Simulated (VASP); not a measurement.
Write the native input for VASP 6.6.1 that does the following.

```
Task                   : relaxation of cell and atoms
Functional             : PBE
Potentials or basis    : VASP PAW PBE potentials, release 64 (Cd_sv_GW)
Cutoff                 : 630 eV
k mesh                 : 6 × 6 × 6
Occupations            : gaussian, width 0.1 eV
Spin                   : no spin polarisation
Dipole correction      : no
Further INCAR settings : ALGO = Normal; EDIFF = 1e-07; IBRION = 2; EDIFFG = -0.04; NSW = 90; ISIF = 3
```

The structure of Cd lies in POSCAR:

```
Cd
1.0
    0.0000000000      2.5474692600      3.4807231900
    2.4771989800      0.0000000000      3.4807231900
    2.4771989800      2.5474692600      0.0000000000
Cd
2
Direct
    0.2500000000      0.2500000000      0.2500000000
    0.0000000000      0.0000000000      0.0000000000
```

The cell was generated, and may not be a known phase.

These files were run (other wordings do the same):

INCAR

```
SYSTEM = Cd
PREC     = Accurate       ! precision mode
ENCUT    = 630            ! plane-wave cutoff, eV
EDIFF    = 1E-7           ! SCF threshold, eV
ISMEAR   = 0              ! smearing method
SIGMA    = 0.1            ! smearing width, eV
LREAL    = .False.        ! projectors in reciprocal space
LASPH    = .True.         ! aspherical terms in the spheres
NELM     = 120            ! most SCF steps
ALGO     = Normal         ! electronic algorithm
ISIF     = 3              ! what is computed and relaxed
LWAVE    = .False.        ! write WAVECAR
LCHARG   = .False.        ! write CHGCAR
GGA      = PE             ! functional
IBRION   = 2              ! ionic algorithm
NSW      = 90             ! ionic steps
EDIFFG   = -0.04          ! ionic threshold
GGA_COMPAT= .False.      
NELMIN   = 4
```

KPOINTS

```
Automatic mesh
0
Gamma
  6 6 6
  0 0 0
```

Potentials or basis: VASP PAW PBE potentials, release 64 (Cd_sv_GW).

Launch:

```console
$ cat potpaw_PBE.64/Cd_sv_GW/POTCAR > POTCAR
$ mpirun -np 1 vasp_std > vasp.out
```

It gave:

* Relaxed volume: 24.25 Å³/atom
* Relaxed cell: a = 5.347 Å, b = 5.283 Å, c = 3.177 Å, α = 73.71°, β = 71.52°, γ = 34.77°
* Space group after relaxing (to 0.1 Å): Fddd (No. 70)
* Energy gained by relaxing: 774.8 meV/atom
* Ionic steps: 21
* Pressure after relaxing: -0.1 GPa
* Band gap on the k mesh: zero (bands 20 and 21 overlap by 3.28 eV)

Caveat: a cell axis changed by over 15 % at a fixed basis, so the end point is rough.

It took 8.3 min on 1 thread of Intel(R) Xeon(R) 6975P-C (Granite Rapids), with other jobs on the host, peak memory 0.25 GiB.
